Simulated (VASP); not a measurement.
Crystal: CuO.

```
Cu O
1.0
     1.96406   -2.12444    0.00000
     1.96406    2.12444    0.00000
     0.00000    0.00000    5.08624
Cu O
2 2
Direct
  0.50000 0.00000 0.00000
  0.00000 0.50000 0.50000
  0.50000 0.50000 0.25000
  0.50000 0.50000 0.75000
```

Base run:

| Item | Value |
| --- | --- |
| Program | VASP 6.6.1 |
| Functional | LDA |
| Potentials or basis | VASP PAW LDA potentials, release 64 (Cu, O) |
| Cutoff | 520 eV |
| k mesh | 9 × 9 × 5 |
| Occupations | fermi-dirac, width 0.05 eV |
| Spin | no spin polarisation |

Its results: band gap on the k mesh zero (band 17 reaches 5.70 eV, above the bottom of band 18 at 4.80 eV); pressure -5.1 GPa.

Question: The run is repeated on the same cell with these changes: functional from LDA to PBEsol; potentials or basis from VASP PAW LDA potentials, release 64 (Cu, O) to VASP PAW PBE potentials, release 64 (Cu, O). What comes out?

Answer: Band gap on the k mesh zero (band 17 reaches 5.88 eV, above the bottom of band 18 at 4.97 eV); pressure 1.3 GPa.

Caveats: semilocal functionals often make such compounds metallic where correlation or magnetic order opens a gap, which also shifts bond lengths; the PAW data sets were made with another functional, which shifts forces and pressure a little (some runs).
